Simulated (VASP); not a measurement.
# Te (R-3m) in VASP: a series of runs, part 2 of 2

VASP 6.6.1.

## (3) Single point, r2SCAN

Input file POSCAR:

```
Te
1.0
    2.3059043427      1.3313144930      1.6909537039
   -2.3059043427      1.3313144930      1.6909537039
    0.0000000000     -2.6626289859      1.6909537039
Te
1
Direct
    0.5000000000      0.5000000000      0.5000000000
```

Input file INCAR.step1:

```
PREC = Accurate
ENCUT = 520
ISMEAR = 0
SIGMA = 0.15
LREAL = False
LASPH = True
NELM = 80
NBANDS = 9
GGA = PE
ALGO = Normal
EDIFF = 1E-4
LWAVE = True
LCHARG = False
```

Input file INCAR.step2:

```
PREC = Accurate
ENCUT = 520
EDIFF = 1E-7
ISMEAR = 0
SIGMA = 0.15
LREAL = False
LASPH = True
NELM = 80
ALGO = Normal
ISIF = 2
LWAVE = False
LCHARG = True
METAGGA = R2SCAN
LMIXTAU = True
LELF = True
LVHAR = True
NBANDS = 9
ISTART = 1
```

Input file KPOINTS:

```
Automatic mesh
0
Gamma
  18 18 18
```

Potentials or basis: VASP PAW PBE potentials, release 64 (Te).

Launch:

```
cat potpaw_PBE.64/Te/POTCAR > POTCAR
cp INCAR.step1 INCAR
mpirun -np 1 vasp_std > vasp.out
cp INCAR.step2 INCAR
mpirun -np 1 vasp_std > vasp.out
```

OUTCAR:

```text
PREC = Accurate
   ENCUT = 520
   EDIFF = 1E-7
   ISMEAR = 0
   LREAL = False
   LASPH = True
   NELM = 80
   ISIF = 2
   METAGGA = R2SCAN
   ISTART = 1

 ion  position               nearest neighbor table
   1  0.500  0.500  0.500-

  LATTYP: Found a trigonal (rhomboedric) cell.
 ALAT       =     3.1541904739
 COS(alpha) =    -0.0688991668

  Lattice vectors:

 A1 = (   2.3059043427,   1.3313144930,   1.6909537039)
 A2 = (  -2.3059043427,   1.3313144930,   1.6909537039)
 A3 = (   0.0000000000,  -2.6626289859,   1.6909537039)

Analysis of symmetry for initial positions (statically):
=====================================================================
 Subroutine PRICEL returns:
 Original cell was already a primitive cell.

 Routine SETGRP: Setting up the symmetry group for a
 trigonal (rhombohedral) supercell.

 Subroutine GETGRP returns: Found 12 space group operations
 (whereof 12 operations were pure point group operations)
 out of a pool of 12 trial point group operations.

The static configuration has the point symmetry D_3d.

Analysis of symmetry for dynamics (positions and initial velocities):
=====================================================================
 Subroutine PRICEL returns:
 Original cell was already a primitive cell.

 Routine SETGRP: Setting up the symmetry group for a
 trigonal (rhombohedral) supercell.

 Subroutine GETGRP returns: Found 12 space group operations
 (whereof 12 operations were pure point group operations)
 out of a pool of 12 trial point group operations.

The dynamic configuration has the point symmetry D_3d.

 Subroutine INISYM returns: Found 12 space group operations
 (whereof 12 operations are pure point group operations),
 and found     1 'primitive' translations

----------------------------------------------------------------------------------------

                                     Primitive cell

[... 110 lines left out ...]
  Fermi-wavevector in a.u.,A,eV,Ry     =   0.945490  1.786717 12.162947  0.893951
  Thomas-Fermi vector in A             =   2.073397
   LORBIT       =      0    0 simple, 1 ext, 2 COOP (PROOUT), +10 PAW based schemes
   METAGGA = R2SCAN    functional components
   LHFCALC =     F    Hartree Fock is set to
   AEXX    =    0.0000 exact exchange contribution
   IVDW    =     0    specifies the selected vdW correction
   LEPSILON=     F    determine dielectric tensor
   LRPA    =     F    only Hartree local field effects (RPA)
 non-spin polarized calculation
 Gauss-broadening in eV      SIGMA  =   0.15
  energy-cutoff  :      520.00
  volume of cell :       31.15
 maximum number of plane-waves:       858
   NGX = 11   NGY = 11   NGZ = 11

 number of electron       5.9999999 magnetization

 Free energy of the ion-electron system (eV)
  ---------------------------------------------------
  ext. energy  EPLUGINS =         0.00000000
  ---------------------------------------------------
  free energy    TOTEN  =       -25.32339208 eV

  energy without entropy =      -25.31629050  energy(sigma->0) =      -25.31984129

 E-fermi :   6.9979     XC(G=0):  -9.9777

 val. band max:        6.9737689615   @ k =  -0.2778  -0.3889   0.2222
 cond. band min:       7.0089509633   @ k =  -0.3333   0.4444   0.2222
 fundamental gap:      0.0351820018
 Fermi energy:         6.9978790799

 k-point     1 :       0.0000    0.0000    0.0000
  band No.  band energies     occupation
      1      -7.6124      2.00000
      2       7.9616      0.00000
      3       8.5168      0.00000
      4       8.5168      0.00000
      5      13.3676      0.00000
      6      13.3676      0.00000
      7      14.4795      0.00000
      8      24.8512      0.00000
      9      24.8789      0.00000
[... 265 lines left out ...]
 k-point    24 :      -0.2222    0.0556   -0.0000
  band No.  band energies     occupation
      1      -6.9572      2.00000
      2       4.2734      2.00000
      3       8.4761      0.00000
      4       8.9495      0.00000
      5      14.0988      0.00000
      6      14.9108      0.00000
      7      18.3148      0.00000
      8      19.7627      0.00000
      9      20.6427      0.00000

 [... further k-points ...]

------------------------ aborting loop because EDIFF is reached ----------------------------------------

  FORCE on cell =-STRESS in cart. coord.  units (eV):
  Direction    XX          YY          ZZ          XY          YZ          ZX
  --------------------------------------------------------------------------------------
  -------------------------------------------------------------------------------------
  Total        0.3508066      0.3508066      0.3756241      0.0000000      0.0000000      0.0000000
  in kB       18.0456861     18.0456861     19.3223153      0.0000000      0.0000000      0.0000000
  external PRESSURE =      18.4712291 kB  Pullay stress =       0.0000000 kB

 VOLUME and BASIS-vectors are now :
 -----------------------------------------------------------------------------
  energy-cutoff  :      520.00
  volume of cell :       31.15
      direct lattice vectors                 reciprocal lattice vectors
     2.305904343  1.331314493  1.690953704     0.216834667  0.125189553  0.197127415
    -2.305904343  1.331314493  1.690953704    -0.216834667  0.125189553  0.197127415
     0.000000000 -2.662628986  1.690953704     0.000000000 -0.250379107  0.197127415

 POSITION                                       TOTAL-FORCE (eV/Angst)
 -----------------------------------------------------------------------------------
      0.00000      0.00000      2.53643         0.000000     -0.000000      0.000000
 -----------------------------------------------------------------------------------
    total drift:                                0.000000      0.000000     -0.000000

  FREE ENERGIE OF THE ION-ELECTRON SYSTEM (eV)
  ---------------------------------------------------
  free  energy   TOTEN  =       -25.3233920839 eV

  energy  without entropy=      -25.3162905045  energy(sigma->0) =      -25.31984129
```

OSZICAR.step1:

```text
N       E                     dE             d eps       ncg     rms          rms(c)
DAV:   1     0.174820578744E+02    0.17482E+02   -0.25450E+03 10448   0.535E+02
DAV:   2    -0.252602485094E+01   -0.20008E+02   -0.19223E+02 13716   0.734E+01
DAV:   3    -0.307658774289E+01   -0.55056E+00   -0.54728E+00 12799   0.150E+01
DAV:   4    -0.308097161898E+01   -0.43839E-02   -0.43835E-02 14608   0.151E+00
DAV:   5    -0.308101292265E+01   -0.41304E-04   -0.41305E-04 13315   0.114E-01    0.793E+00
DAV:   6    -0.308376441031E+01   -0.27515E-02   -0.69272E-04 13230   0.186E-01    0.485E+00
DAV:   7    -0.308569761613E+01   -0.19332E-02   -0.16446E-03 11289   0.285E-01    0.817E-02
DAV:   8    -0.308573210494E+01   -0.34489E-04   -0.37727E-05 10186   0.406E-02
   1 F= -.30857321E+01 E0= -.30820749E+01  d E =-.731450E-02
```

Wall time 3.5 min (1 thread of AMD EPYC 9R45 (Zen 5), shared host); peak memory 0.24 GiB.

What came out:

```
Free energy            : -25.3234 eV
Pressure               : 1.8 GPa
Band gap on the k mesh : zero (bands 3 and 4 overlap by 5.30 eV)
```

Caveat: the PAW data sets were made with another functional, which shifts forces and pressure a little; spin-orbit coupling is left out, which moves the levels of the heavy elements.

The gap in the log of VASP goes by the Fermi energy; the results here count the filled bands.